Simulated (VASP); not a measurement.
Crystal: MnO2.

```
CELL_PARAMETERS angstrom
4.40000 0.00000 0.00000
0.00000 4.40000 0.00000
0.00000 0.00000 2.87000
ATOMIC_POSITIONS crystal
Mn 0.00000 0.00000 0.00000
Mn 0.50000 0.50000 0.50000
O 0.30300 0.30300 0.00000
O 0.19700 0.80300 0.50000
O 0.69700 0.69700 0.00000
O 0.80300 0.19700 0.50000
```

Base run:

| Quantity | Value |
| --- | --- |
| Program | VASP 6.6.1 |
| Functional | PBE |
| Potentials or basis | VASP PAW PBE potentials, release 64 (Mn_pv, O) |
| Cutoff | 520 eV |
| k mesh | 5 × 5 × 8 |
| Occupations | gaussian, width 0.05 eV |
| Spin | collinear spin, ferromagnetic start |
| Starting moments | [4.0, 4.0, 0.0, 0.0, 0.0, 0.0] μB |
| Fixed moment | 8 μB |
| Hubbard terms | Mn d U = 5.9 eV |

Its results: pressure 34.4 GPa; site moments Mn +3.64; O +0.11 μB; largest force 0.464 eV/Å.

Question: The run is repeated on the same cell with these changes: fixed moment from 8 μB to 4 μB; moments at the start from [4.0, 4.0, 0.0, 0.0, 0.0, 0.0] to [2.0, 2.0, 0.0, 0.0, 0.0, 0.0]. What comes out?

Answer: Pressure 13.6 GPa; site moments Mn +2.41; O -0.19 μB; largest force 0.216 eV/Å.

Caveats: the total moment is fixed, so each spin has its own Fermi level and the state may be an excited one; the run started ferromagnetic, and an antiferromagnetic order may lie lower in energy; the stress differs along the axes, from 31 to 41 GPa (at least some runs); the cell stands under pressure (at least some runs).
